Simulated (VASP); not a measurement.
The system is MoS2.

```
CELL_PARAMETERS angstrom
1.58759 0.91660 6.19393
-1.58759 0.91660 6.19393
0.00000 -1.83319 6.19393
ATOMIC_POSITIONS crystal
Mo 0.99976 0.99976 0.99976
S 0.41678 0.41678 0.41678
S 0.24946 0.24946 0.24946
```

Base run:

```yaml
Program: VASP 6.6.1
Functional: PBE
Potentials_or_basis: VASP PAW PBE potentials, release 64 (Mo_sv, S)
Cutoff: 520 eV
k_mesh: 6 × 6 × 6
Occupations: gaussian, width 0.01 eV
Spin: no spin polarisation
```

Its results: band gap on the k mesh 0.97 eV, indirect (least direct gap 1.69 eV); pressure 2.3 GPa; largest force 0.103 eV/Å.

Q: The run is repeated on the same cell with these changes: functional from PBE to r2SCAN. What comes out?

A: Band gap on the k mesh 1.05 eV, indirect (least direct gap 1.80 eV); pressure 1.2 GPa; largest force 0.047 eV/Å.

Caveats: the PAW data sets were made with another functional, which shifts forces and pressure a little (some runs).

A k mesh can miss the band edges.
